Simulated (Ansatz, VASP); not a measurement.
Two plane-wave programs on Ge

```xyz
2
Lattice="4.0208 0.0000 0.0000 -2.0104 3.4821 0.0000 0.0000 0.0000 25.1600" Properties=species:S:1:pos:R:3 pbc="T T T"
Ge    0.0000    2.3214    6.9979
Ge    2.0104    1.1607    7.6821
```

Alike in both runs: functional PBE; dispersion D3(BJ); k mesh 12 × 12 × 1; occupations gaussian, width 0.03 eV; no spin polarisation.

Ansatz relaxed the structure, and its values are those at the end. VASP's run is a single point on that final structure, the one shown.

|  | VASP | Ansatz |
| --- | --- | --- |
| version | VASP 6.6.1 | Ansatz 0.2.0 |
| potentials or method | VASP PAW PBE potentials, release 64 (Ge_d), cutoff 410 eV | scalar-relativistic, plane waves, PAW |
| valence electrons in the cell | 28 | 28 |

|  | VASP | Ansatz | Ansatz less VASP |
| --- | --- | --- | --- |
| gap on the k mesh at the Fermi level (eV) | none | none | - |
| rms of the force components (eV/Å) | 0.003 | 0.002 | -0.0015 |

A gap of «none» marks a metal or a gap that the smearing closes. Ansatz's warnings: slab cell height set, structure snapped to symmetry.
